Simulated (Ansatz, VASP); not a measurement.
**Two plane-wave programs on GaGeO**

```
Ga Ge O
1.0
     2.49498   -2.53463    0.00000
     2.49498    2.53463    0.00000
     0.00000    0.00000    4.15331
Ga Ge O
1 1 1
Direct
  0.50000 0.50000 0.00000
  0.50000 0.50000 0.50000
  0.00000 0.00000 0.00000
```

Alike in both runs: task relaxation of cell and atoms; functional PBE; k mesh 6 × 6 × 4; occupations gaussian, width 0.1 eV; no spin polarisation.

|  | VASP | Ansatz |
| --- | --- | --- |
| version | VASP 6.6.1 | Ansatz 0.2.0 |
| potentials or method | VASP PAW PBE potentials, release 64 (Ga_d, Ge_d, O), cutoff 600 eV | scalar-relativistic, plane waves, PAW |
| valence electrons in the cell | 33 | 33 |

VASP gave:

| Quantity | Value |
| --- | --- |
| gap on the k mesh at the Fermi level, each at its own relaxed structure (eV) | none |
| relaxed volume (Å³/atom) | 14.95 |
| relaxed length of the cell vector where the two differ most in proportion (Å) | 5.373 |

Estimate Ansatz's values.

gap on the k mesh at the Fermi level, each at its own relaxed structure (eV): none; relaxed volume (Å³/atom): 15.13; relaxed length of the cell vector where the two differ most in proportion (Å): 5.475.

A gap of «none» marks a metal or a gap that the smearing closes.

The k mesh is coarse, so the values compare programs but aren't converged.
